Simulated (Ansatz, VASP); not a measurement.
# Two plane-wave programs on Se

INCAR

```
PREC = Accurate
ENCUT = 520
EDIFF = 1E-6
ISMEAR = -1
SIGMA = 0.05
LREAL = F
LASPH = T
NELM = 60
ALGO = Normal
ISIF = 2
LWAVE = F
LCHARG = F
GGA = PS
NBANDS = 16
```

Contents of KPOINTS:

```
regular mesh
0
Gamma
  8 8 6
```

The input POSCAR:

```
Se
1.0
    4.0975782724      0.0000000000      0.0000000000
   -2.0487891362      3.5486068779      0.0000000000
    0.0000000000      0.0000000000      5.1892599201
Se
3
Direct
    0.2480147508      1.0000000000      0.3333333333
    0.0000000000      0.2480147508      0.6666666667
    0.7519852492      0.7519852492      1.0000000000
```

Input for Ansatz:

```yaml
crystal:
  lattice:
    - [4.0975782724, 0.0, 0.0]
    - [-2.0487891362, 3.5486068779, 0.0]
    - [0.0, 0.0, 5.1892599201]
  atoms:
    - { symbol: Se, position: [0.2480147508, 1.0, 0.3333333333] }
    - { symbol: Se, position: [0.0, 0.2480147508, 0.6666666667] }
    - { symbol: Se, position: [0.7519852492, 0.7519852492, 1.0] }
hamiltonian:
  xc: pbesol
  pseudopotentials:
    kind: paw
    azcp:
      Se: "pseudopotentials/Se.paw.azcp"
basis:
  ecutwfc: 420
  fft_grid_basis: typed
kpoints:
  mp_grid: { grid: [8, 8, 6], shift: [0, 0, 0] }
magnetization:
  spin_polarized: false
scf:
  occupations: { method: fermi_dirac, width: 0.05 }
output:
  stress: true
```

Alike in both runs: task single point; functional PBEsol; k mesh 8 × 8 × 6; occupations fermi-dirac, width 0.05 eV; no spin polarisation.

|  | VASP | Ansatz |
| --- | --- | --- |
| version | VASP 6.6.1 | Ansatz 0.2.0 |
| potentials or method | VASP PAW PBE potentials, release 64 (Se), cutoff 520 eV | plane waves (420 eV) with PAW, scalar-relativistic |
| valence electrons in the cell | 18 | 48 |

|  | VASP | Ansatz | Ansatz less VASP |
| --- | --- | --- | --- |
| pressure (GPa) | -2.3 | -2.5 | -0.14 |
| traceless stress, the component that is largest in VASP (GPa) | -0.73 | -0.79 | -0.060 |

VASP's potentials were made for PBE, not for PBEsol, and Ansatz warns of the same on its side. The functional is the same, so the differences come from potentials, cutoffs and numerics. VASP's potentials hold 18 valence electrons a cell and Ansatz's 48, so a difference there can come from the potentials and not from the codes.
